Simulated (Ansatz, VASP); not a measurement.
# SiO2: VASP beside Ansatz

```
Si O
1.0
     4.03050    0.00000    0.00000
     0.00000    4.03050    0.00000
     0.00000    0.00000    2.85290
Si O
2 4
Direct
  0.50000 0.50000 0.50000
  0.00000 0.00000 0.00000
  0.69443 0.69443 0.00000
  0.19443 0.80557 0.50000
  0.30557 0.30557 0.00000
  0.80557 0.19443 0.50000
```

Alike in both runs: task single point; functional LDA; k mesh 6 × 6 × 8; occupations gaussian, width 0.05 eV; no spin polarisation.

|  | VASP | Ansatz |
| --- | --- | --- |
| version | VASP 6.6.1 | Ansatz 0.2.0 |
| potentials or method | VASP PAW LDA potentials, release 64 (Si, O), cutoff 520 eV | scalar-relativistic, plane waves, PAW |
| valence electrons in the cell | 32 | 32 |

Ansatz gave:

* gap on the k mesh at the Fermi level (eV): 5.21
* least direct gap on the mesh (eV): 5.21
* pressure (GPa): -5.0
* traceless stress, the component that is largest in VASP (GPa): -28.15
* rms of the force components (eV/Å): 0.219

Question: Which values does VASP return?

Answer: gap on the k mesh at the Fermi level (eV): 5.17; least direct gap on the mesh (eV): 5.17; pressure (GPa): -4.0; traceless stress, the component that is largest in VASP (GPa): -28.00; rms of the force components (eV/Å): 0.215.

Ansatz warns that its potentials were made for another functional, while VASP's fit it. LDA's correlation is that of Perdew and Zunger in VASP and of Perdew and Wang (1992) in Ansatz. Atom by atom the forces differ by 0.004 eV/Å (rms over components).
